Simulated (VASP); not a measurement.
# PbSe (Clausthalite): single point with BLYP+D4

The system is PbSe (Clausthalite).

```
Pb Se
1.0
     0.00000    2.99817    2.99817
     2.99817    0.00000    2.99817
     2.99817    2.99817    0.00000
Pb Se
1 1
Direct
  0.00000 0.00000 0.00000
  0.50000 0.50000 0.50000
```

```yaml
Program: VASP 6.6.1
Task: single point
Functional: BLYP
Dispersion: D4
Potentials_or_basis: VASP PAW PBE potentials, release 64 (Pb_d, Se)
Cutoff: 520 eV
k_mesh: 8 × 8 × 8
Occupations: fermi-dirac, width 0.05 eV
Spin: no spin polarisation
Dipole_correction: no
Further_INCAR_settings: ALGO = Normal; EDIFF = 1e-06; NBANDS = 17
```

The pressure is 6.0 GPa, the band gap on the k mesh is 0.19 eV, direct and the dispersion energy per atom is -0.793 eV.

Levels at points of the mesh, in eV from the valence-band top:
```tsv
k point	band 6	band 7	band 8	band 9	band 10	band 11	band 12	band 13	band 14	band 15
(0.00, 0.00, 0.00)	-14.20	-6.36	-2.22	-2.22	-2.22	4.70	4.70	4.70	6.54	6.54
(0.50, 0.00, 0.00)	-12.99	-9.28	-1.74	-1.74	0.00	0.19	1.50	1.50	8.90	10.18
(0.50, 0.50, 0.00)	-12.52	-7.66	-5.48	-3.66	-3.66	3.69	5.71	5.71	6.25	11.49
```

Run time: 29 s on 1 thread of Intel(R) Xeon(R) Platinum 8259CL CPU @ 2.50GHz (Skylake/Cascade Lake) (shared host), peak memory 0.18 GiB.

Caveat: the PAW data sets were made with another functional, which shifts forces and pressure a little; spin-orbit coupling is left out, which moves the levels of the heavy elements. A k mesh can miss the band edges.
